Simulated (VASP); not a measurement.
# Ge16N (a cell with a defect) in VASP: single point with PBE+D3(BJ)

Aim: the single point of Ge16N (a cell with a defect) with PBE+D3(BJ).

All numbers are computed with VASP 6.6.1; they aren't measurements. Logs are shortened: lines on timing, memory, paths and dates and some standing lists are left out, and cuts for length are marked.

### 1 The cell of the first run

The cell holds a defect, 17 atoms: a = 8.004 Å, b = 8.004 Å, c = 8.004 Å, α = 60.00°, β = 60.00°, γ = 60.00°.

### 2 Single point, PBE+D3(BJ)

File INCAR:

```
PREC     = Accurate       # precision mode
ENCUT    = 520            # plane-wave cutoff, eV
EDIFF    = 1E-7           # SCF threshold, eV
ISMEAR   = -1             # smearing method
SIGMA    = 0.1            # smearing width, eV
LREAL    = Auto         
LASPH    = True           # aspherical terms in the spheres
NELM     = 60             # most SCF steps
ALGO     = Normal         # electronic algorithm
ISIF     = 2              # what is computed and relaxed
LWAVE    = False          # write WAVECAR
LCHARG   = False          # write CHGCAR
GGA      = PE             # functional
IVDW     = 12             # dispersion correction
NBANDS   = 128            # bands
```

File KPOINTS:

```
Automatic mesh
0
Gamma
  2 2 2
```

File POSCAR:

```
Ge16N
1.0
    0.0000000000      5.6600000000      5.6600000000
    5.6600000000      0.0000000000      5.6600000000
    5.6600000000      5.6600000000      0.0000000000
Ge N
16 1
Direct
   -0.0176668875     -0.0188417209      0.0553669408
    0.1332378029      0.1326951141      0.1251353501
    0.0210403971      0.0203601715      0.4962724312
    0.1072640132      0.1067728676      0.6792068645
   -0.0083126164      0.5053399242     -0.0023652505
    0.1332328886      0.6089555291      0.1251175121
    0.0210813831      0.4623381433      0.4962469732
    0.0752787430      0.6506540426      0.6234451580
    0.5060062475     -0.0088851826     -0.0022831139
    0.6100215872      0.1324311743      0.1251079465
    0.4628794445      0.0204921440      0.4961749669
    0.6511944783      0.0748129215      0.6234872590
    0.5060104866      0.5051636736     -0.0022762998
    0.6166549268      0.6161836850      0.1509811413
    0.4899458172      0.4901665002      0.5297665378
    0.6512034047      0.6505253471      0.6235005957
    0.8007234831      0.8003886655      0.5985374872
```

Potentials or basis: VASP PAW PBE potentials, release 64 (Ge_d, N).

Command:

```console
$ cat potpaw_PBE.64/Ge_d/POTCAR potpaw_PBE.64/N/POTCAR > POTCAR
$ mpirun -np 1 vasp_std > vasp.out
```

OUTCAR:

```text
PREC = Accurate
   ENCUT = 520
   EDIFF = 1E-7
   ISMEAR = -1
   LREAL = Auto
   LASPH = True
   NELM = 60
   ISIF = 2
   GGA = PE
   IVDW = 12
 IVDW          = 12

 ion  position               nearest neighbor table
   1  0.982  0.981  0.055-   4 2.46   6 2.46   2 2.46  10 2.46
   2  0.133  0.133  0.125-   3 2.43   5 2.44   9 2.44   1 2.46
   3  0.021  0.020  0.496-   4 2.37   2 2.43   8 2.48  12 2.48
   4  0.107  0.107  0.679-   3 2.37   7 2.37  11 2.37   1 2.46
   5  0.992  0.505  0.998-   6 2.44   2 2.44  14 2.46   8 2.46
   6  0.133  0.609  0.125-   7 2.43   5 2.44  13 2.44   1 2.46
   7  0.021  0.462  0.496-   4 2.37   6 2.43   8 2.48  16 2.48
   8  0.075  0.651  0.623-  17 1.97   5 2.46   3 2.48   7 2.48  15 2.73
   9  0.506  0.991  0.998-  10 2.44   2 2.44  14 2.46  12 2.46
  10  0.610  0.132  0.125-  11 2.43   9 2.44  13 2.44   1 2.46
  11  0.463  0.020  0.496-   4 2.37  10 2.43  12 2.48  16 2.48
  12  0.651  0.075  0.623-  17 1.97   9 2.46   3 2.48  11 2.48  15 2.73
  13  0.506  0.505  0.998-  10 2.44   6 2.44  14 2.46  16 2.46
  14  0.617  0.616  0.151-  13 2.46   9 2.46   5 2.46  15 2.48
  15  0.490  0.490  0.530-  14 2.48   8 2.73  16 2.73  12 2.73
  16  0.651  0.651  0.624-  17 1.97  13 2.46   7 2.48  11 2.48  15 2.73
  17  0.801  0.800  0.599-  12 1.97  16 1.97   8 1.97

  LATTYP: Found a face centered cubic cell.
 ALAT       =    11.3200000000

  Lattice vectors:

 A1 = (   0.0000000000,   5.6600000000,   5.6600000000)
 A2 = (   5.6600000000,   0.0000000000,   5.6600000000)
 A3 = (   5.6600000000,   5.6600000000,   0.0000000000)

Analysis of symmetry for initial positions (statically):
=====================================================================
 Subroutine PRICEL returns:
 Original cell was already a primitive cell.

 Routine SETGRP: Setting up the symmetry group for a
 face centered cubic supercell.

 Subroutine GETGRP returns: Found  1 space group operations
 (whereof  1 operations were pure point group operations)
 out of a pool of 48 trial point group operations.

The static configuration has the point symmetry C_1 .

Analysis of symmetry for dynamics (positions and initial velocities):
=====================================================================
 Subroutine PRICEL returns:
 Original cell was already a primitive cell.

 Routine SETGRP: Setting up the symmetry group for a
 face centered cubic supercell.

 Subroutine GETGRP returns: Found  1 space group operations
 (whereof  1 operations were pure point group operations)
 out of a pool of 48 trial point group operations.

The dynamic configuration has the point symmetry C_1 .

 Subroutine INISYM returns: Found  1 space group operations
 (whereof  1 operations are pure point group operations),
 and found     1 'primitive' translations

----------------------------------------------------------------------------------------

                                     Primitive cell

  volume of cell :     362.6430

  direct lattice vectors                    reciprocal lattice vectors
     0.000000000  5.660000000  5.660000000    -0.088339223  0.088339223  0.088339223
     5.660000000  0.000000000  5.660000000     0.088339223 -0.088339223  0.088339223
     5.660000000  5.660000000  0.000000000     0.088339223  0.088339223 -0.088339223

  length of vectors
     8.004448763  8.004448763  8.004448763     0.153008022  0.153008022  0.153008022

  position of ions in fractional coordinates (direct lattice)
     0.982333113  0.981158279  0.055366941
     0.133237803  0.132695114  0.125135350
     0.021040397  0.020360172  0.496272431
     0.107264013  0.106772868  0.679206865
     0.991687384  0.505339924  0.997634750
     0.133232889  0.608955529  0.125117512
[... 9 lines left out ...]
     0.651203405  0.650525347  0.623500596
     0.800723483  0.800388666  0.598537487

  ion indices of the primitive-cell ions
   primitive index   ion index
                 1           1
                 2           2
                 3           3
                 4           4
                 5           5
                 6           6
[... 9 lines left out ...]
                16          16
                17          17

----------------------------------------------------------------------------------------

 KPOINTS: Automatic mesh

Automatic generation of k-mesh.
 Grid dimensions read from file:
 generate k-points for:    2    2    2

 Generating k-lattice:

  Cartesian coordinates                     Fractional coordinates (reciprocal lattice)
    -0.044169611  0.044169611  0.044169611     0.500000000  0.000000000  0.000000000
     0.044169611 -0.044169611  0.044169611     0.000000000  0.500000000  0.000000000
     0.044169611  0.044169611 -0.044169611     0.000000000  0.000000000  0.500000000

  Length of vectors
     0.076504011  0.076504011  0.076504011

  Shift w.r.t. Gamma in fractional coordinates (k-lattice)
     0.000000000  0.000000000  0.000000000

 Subroutine IBZKPT returns following result:
 ===========================================

 Found      8 irreducible k-points:

 Following reciprocal coordinates:
            Coordinates               Weight
  0.000000  0.000000  0.000000      1.000000
  0.500000  0.000000  0.000000      1.000000
  0.000000  0.500000  0.000000      1.000000
  0.000000  0.000000  0.500000      1.000000
  0.500000  0.500000  0.500000      1.000000
  0.500000  0.500000  0.000000      1.000000
  0.000000  0.500000  0.500000      1.000000
  0.500000  0.000000  0.500000      1.000000
   k-points           NKPTS =      8   k-points in BZ     NKDIM =      8   number of bands    NBANDS=    128
   number of dos      NEDOS =    301   number of ions     NIONS =     17
   total plane-waves  NPLWV = 216000
   dimension x,y,z NGX =    60 NGY =   60 NGZ =   60
   dimension x,y,z NGXF=   120 NGYF=  120 NGZF=  120
   ions per type =              16   1
   NGX,Y,Z   is equivalent  to a cutoff of  12.46, 12.46, 12.46 a.u.
   NGXF,Y,Z  is equivalent  to a cutoff of  24.92, 24.92, 24.92 a.u.
 SYSTEM =  unknown system
   PREC   = accura    normal or accurate (medium, high low for compatibility)
   ISTART =      0    job   : 0-new  1-cont  2-samecut
   ICHARG =      2    charge: 1-file 2-atom 10-const
   ISPIN  =      1    spin polarized calculation?
   LNONCOLLINEAR =      F non collinear calculations
   LSORBIT =      F    spin-orbit coupling
   LASPH  =      T    aspherical Exc in radial PAW
   ENCUT  =  520.0 eV  38.22 Ry    6.18 a.u.  14.88 14.88 14.88*2*pi/ulx,y,z
   NELM   =     60;   NELMIN=  2; NELMDL= -5     # of ELM steps
   EDIFF  = 0.1E-06   stopping-criterion for ELM
   LREAL  =      T    real-space projection
   EDIFFG = 0.1E-05   stopping-criterion for IOM
   NSW    =      0    number of steps for IOM
   IBRION =     -1    ionic relax: 0-MD 1-quasi-New 2-CG
   NFREE  =      0    steps in history (QN), initial steepest desc. (CG)
   ISIF   =      2    stress and relaxation
   ISYM   =      2    0-nonsym 1-usesym 2-fastsym
   POTIM  = 0.5000    time-step for ionic-motion
   TEBEG  =    0.0;   TEEND  =   0.0 temperature during run
   PSTRESS=    0.0 pullay stress
   NELECT =     229.0000    total number of electrons
   NUPDOWN=      -1.0000    fix difference up-down
   EMIN   =  10.00;   EMAX   =-10.00  energy-range for DOS
   EFERMI =   0.00;   METHOD = LEGACY
   ISMEAR =    -1;   SIGMA  =   0.10  broadening in eV -4-tet -1-fermi 0-gaus
   EFERMI_NEDOS =   21; number of points for ismear=-14 and -15
   IALGO  =     38    algorithm
   IMIX   =      4    mixing-type and parameters
     AMIX     =   0.40;   BMIX     =  1.00
     AMIX_MAG =   1.60;   BMIX_MAG =  1.00
  volume/ion in A,a.u.               =      21.33       143.96
  Fermi-wavevector in a.u.,A,eV,Ry     =   1.404517  2.654152 26.839765  1.972667
  Thomas-Fermi vector in A             =   2.527070
   LORBIT       =      0    0 simple, 1 ext, 2 COOP (PROOUT), +10 PAW based schemes
   GGA     = PE    functional components
   LHFCALC =     F    Hartree Fock is set to
   AEXX    =    0.0000 exact exchange contribution
   IVDW    =    12    specifies the selected vdW correction
   LEPSILON=     F    determine dielectric tensor
   LRPA    =     F    only Hartree local field effects (RPA)
 non-spin polarized calculation
  energy-cutoff  :      520.00
  volume of cell :      362.64
 maximum number of plane-waves:      9841
 NGX is ok and might be reduce to    60
   NGX = 29   NGY = 29   NGZ = 29

 number of electron     229.0000030 magnetization

 Free energy of the ion-electron system (eV)
  ---------------------------------------------------
  ext. energy  EPLUGINS =         0.00000000
  ---------------------------------------------------
  free energy    TOTEN  =       -75.70942804 eV

  energy without entropy =      -75.60675316  energy(sigma->0) =      -75.65809060

 E-fermi :   4.8216     XC(G=0): -10.0697

 val. band max:        4.7121957384   @ k =   0.5000   0.0000   0.0000
 cond. band min:       4.9356268835   @ k =   0.0000   0.0000   0.0000
 fundamental gap:      0.2234311450
 Fermi energy:         4.8215728063

 k-point     1 :       0.0000    0.0000    0.0000
  band No.  band energies     occupation
      1     -19.8590      2.00000
      2     -19.8409      2.00000
      3     -19.8407      2.00000
      4     -19.7900      2.00000
      5     -19.7896      2.00000
      6     -19.7774      2.00000
[... 118 lines left out ...]
    125       6.3916      0.00000
    126       6.6714      0.00000

 k-point     2 :       0.5000    0.0000    0.0000
  band No.  band energies     occupation
      1     -19.8616      2.00000
      2     -19.8474      2.00000
      3     -19.8448      2.00000
      4     -19.8002      2.00000
      5     -19.7996      2.00000
      6     -19.7800      2.00000
[... 118 lines left out ...]
    125       8.5563      0.00000
    126       8.6924      0.00000

 k-point     3 :       0.0000    0.5000    0.0000
  band No.  band energies     occupation
      1     -19.8617      2.00000
      2     -19.8475      2.00000
      3     -19.8447      2.00000
      4     -19.8004      2.00000
      5     -19.7999      2.00000
      6     -19.7792      2.00000
[... 118 lines left out ...]
    125       8.5588      0.00000
    126       8.6924      0.00000

 k-point     4 :       0.0000    0.0000    0.5000
  band No.  band energies     occupation
      1     -19.8668      2.00000
      2     -19.8420      2.00000
      3     -19.8418      2.00000
      4     -19.8020      2.00000
      5     -19.8017      2.00000
      6     -19.7779      2.00000
[... 118 lines left out ...]
    125       8.7271      0.00000
    126       8.7301      0.00000

 k-point     5 :       0.5000    0.5000    0.5000
  band No.  band energies     occupation
      1     -19.8617      2.00000
      2     -19.8475      2.00000
      3     -19.8447      2.00000
      4     -19.8004      2.00000
      5     -19.7999      2.00000
      6     -19.7792      2.00000
[... 118 lines left out ...]
    125       8.5590      0.00000
    126       8.6923      0.00000

 k-point     6 :       0.5000    0.5000    0.0000
  band No.  band energies     occupation
      1     -19.8640      2.00000
      2     -19.8475      2.00000
      3     -19.8456      2.00000
      4     -19.8081      2.00000
      5     -19.7953      2.00000
      6     -19.7807      2.00000
[... 118 lines left out ...]
    125       9.0946      0.00000
    126       9.2110      0.00000

 k-point     7 :       0.0000    0.5000    0.5000
  band No.  band energies     occupation
      1     -19.8640      2.00000
      2     -19.8475      2.00000
      3     -19.8456      2.00000
      4     -19.8081      2.00000
      5     -19.7953      2.00000
      6     -19.7806      2.00000
[... 118 lines left out ...]
    125       9.0944      0.00000
    126       9.2111      0.00000

 k-point     8 :       0.5000    0.0000    0.5000
  band No.  band energies     occupation
      1     -19.8641      2.00000
      2     -19.8472      2.00000
      3     -19.8457      2.00000
      4     -19.8081      2.00000
      5     -19.7951      2.00000
      6     -19.7810      2.00000
[... 118 lines left out ...]
    125       9.0919      0.00000
    126       9.2099      0.00000
 [bands above 126 left out]

------------------------ aborting loop because EDIFF is reached ----------------------------------------

 Edisp (eV)   -5.01849

 E8    (eV) :    -2.2237

  FORCE on cell =-STRESS in cart. coord.  units (eV):
  Direction    XX          YY          ZZ          XY          YZ          ZX
  --------------------------------------------------------------------------------------
  -------------------------------------------------------------------------------------
  Total       7.12821     7.12445     7.12954    -0.29162     0.29426     0.32418
  in kB      31.49284    31.47624    31.49872    -1.28841     1.30007     1.43225
  external pressure =       31.49 kB  Pullay stress =        0.00 kB

 VOLUME and BASIS-vectors are now :
 -----------------------------------------------------------------------------
  energy-cutoff  :      520.00
  volume of cell :      362.64
      direct lattice vectors                 reciprocal lattice vectors
     0.000000000  5.660000000  5.660000000    -0.088339223  0.088339223  0.088339223
     5.660000000  0.000000000  5.660000000     0.088339223 -0.088339223  0.088339223
     5.660000000  5.660000000  0.000000000     0.088339223  0.088339223 -0.088339223

 POSITION                                       TOTAL-FORCE (eV/Angst)
 -----------------------------------------------------------------------------------
      5.86673      5.87338     11.11336         0.023198      0.012688     -0.022948
      1.45932      1.46239      1.50518        -0.008455      0.000330     -0.036151
      2.92414      2.92799      0.23433        -0.032765     -0.039395     -0.048679
      4.44865      4.45143      1.21145         0.050333      0.056577     -0.050271
      8.50684     11.25956      8.47317         0.011122     -0.056873     -0.011118
      4.15485      1.46226      4.20079         0.035690      0.000773      0.008815
[... 9 lines left out ...]
      7.21099      7.21482      7.36778         0.002147     -0.003996      0.050077
      7.91792      7.91982      9.06229         0.007178      0.010256     -0.008171
 -----------------------------------------------------------------------------------
    total drift:                                0.000168     -0.000175     -0.000312

  FREE ENERGIE OF THE ION-ELECTRON SYSTEM (eV)
  ---------------------------------------------------
  free  energy   TOTEN  =       -80.7279196381 eV

  energy  without entropy=      -80.6252447593  energy(sigma->0) =      -80.67658220
```

Wall time 32 min (1 thread of Oxide Virtual Turin-like, shared host); peak memory 0.57 GiB.

What came out:

```yaml
Free_energy: -80.7279 eV
Pressure: 3.1 GPa
Largest_force: 0.091 eV/Å
Band_gap_on_the_k_mesh: zero (an odd number of electrons rules out a gap without spin polarisation)
Dispersion_energy_per_atom: -0.295 eV
```

Forces in eV/Å, atoms in the order of the input:
```
Ge   0.023  0.013 -0.023
Ge  -0.008  0.000 -0.036
Ge  -0.033 -0.039 -0.049
Ge   0.050  0.057 -0.050
Ge   0.011 -0.057 -0.011
Ge   0.036  0.001  0.009
Ge   0.051 -0.040  0.032
Ge   0.004 -0.051 -0.004
Ge  -0.053  0.005 -0.007
Ge  -0.005  0.036  0.005
Ge  -0.036  0.059  0.035
Ge  -0.049 -0.004 -0.003
Ge   0.007  0.004  0.052
Ge  -0.020 -0.017  0.020
Ge   0.012  0.028 -0.013
Ge   0.002 -0.004  0.050
N    0.007  0.010 -0.008
```

Caveat: the k points lie up to 0.48 Å⁻¹ apart, too coarse for converged energies and pressures of a metal; an odd number of electrons without spin polarisation forces a metal; a magnetic or distorted state may lie lower.

The gap in the log of VASP goes by the Fermi energy; the results here count the filled bands.